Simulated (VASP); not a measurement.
A run of VASP 6.6.1:

File INCAR:

```
SYSTEM = TePb
ALGO     = Normal         ! electronic algorithm
EDIFF    = 1E-6           ! SCF threshold, eV
ENCUT    = 520            ! plane-wave cutoff, eV
GGA      = PE             ! functional
ISIF     = 2              ! what is computed and relaxed
ISMEAR   = 0              ! smearing method
LASPH    = .True.         ! aspherical terms in the spheres
LCHARG   = .True.         ! write CHGCAR
LELF     = .True.         ! ELF
LREAL    = .False.        ! projectors in reciprocal space
LVHAR    = .True.       
LWAVE    = .False.        ! write WAVECAR
NBANDS   = 17             ! bands
NELM     = 60             ! most SCF steps
PREC     = Accurate       ! precision mode
SIGMA    = 0.01           ! smearing width, eV
```

KPOINTS

```
k-points
0
Gamma
  4 4 4
  0 0 0
```

The input POSCAR:

```
TePb
1.0
    0.0000000000      3.2678555452      3.2678555452
    3.2678555452      0.0000000000      3.2678555452
    3.2678555452      3.2678555452      0.0000000000
Te Pb
1 1
Direct
    0.5000000000      0.5000000000      0.5000000000
    0.0000000000      0.0000000000      0.0000000000
```

Potentials or basis: VASP PAW PBE potentials, release 64 (Te, Pb_d).

Run with:

```bash
$ cat potpaw_PBE.64/Te/POTCAR potpaw_PBE.64/Pb_d/POTCAR > POTCAR
$ mpirun -np 1 vasp_std > vasp.out
```

Hardware: 1 thread of Intel(R) Xeon(R) 6975P-C (Granite Rapids), on a shared host.

Q: How long does it take, and how much memory?

A: It took 9.5 s on 1 thread of Intel(R) Xeon(R) 6975P-C (Granite Rapids), on a shared host, peak memory 0.2 GiB. Counts: scf iterations 12, k points 8.
